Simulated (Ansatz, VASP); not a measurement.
Au in VASP and in Ansatz

```
Au
1.0
    -1.32840    1.32840    1.32840
     1.32840   -1.32840    1.32840
     1.32840    1.32840   -1.32840
Au
1
Cartesian
  0.0000 0.0000 0.0000
```

Change from the starting cell: volume scaled by 0.55, LAPW.

Alike in both runs: task single point; functional PBEsol; k mesh 18 × 18 × 18; occupations fermi-dirac, width 0.1 eV; no spin polarisation.

```csv
,VASP,Ansatz
version,VASP 6.6.1,Ansatz 0.2.0
potentials or method,"VASP PAW PBE potentials, release 64 (Au), cutoff 520 eV","all-electron LAPW, scalar-relativistic"
```

Ansatz gave:

| Item | Value |
| --- | --- |
| pressure (GPa) | 525.2 |

Problem. What did VASP give for the same quantities?

Solution. Pressure (GPa): 532.0.

VASP's potentials were made for PBE, not for PBEsol. Both programs put the cell under a high pressure, so it lies far from rest at this level. Ansatz ran all-electron here, and VASP with PAW potentials.

Spin-orbit coupling is off throughout. Noted on VASP's run: the cell as given lies far from equilibrium.
